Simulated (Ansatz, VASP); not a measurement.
Mo: VASP beside Ansatz

```
Mo
1.0
    -1.56532    1.56532    1.56532
     1.56532   -1.56532    1.56532
     1.56532    1.56532   -1.56532
Mo
1
Direct
  0.00000 0.00000 0.00000
```

Alike in both runs: task single point; functional PBE; k mesh 8 × 8 × 8; no spin polarisation.

|  | VASP | Ansatz |
| --- | --- | --- |
| version | VASP 6.6.1 | Ansatz 0.2.0 |
| potentials or method | VASP PAW PBE potentials, release 64 (Mo_sv), cutoff 520 eV | PAW plane waves |
| occupations | fermi-dirac, width 0.1 eV | fermi-dirac |
| valence electrons in the cell | 14 | 14 |

VASP gave:

```
gap on the k mesh at the Fermi level (eV) : none
pressure (GPa)                            : 8.8
```

Estimate Ansatz's values.

gap on the k mesh at the Fermi level (eV): none; pressure (GPa): 8.3.

A gap of «none» marks a metal or a gap that the smearing closes.
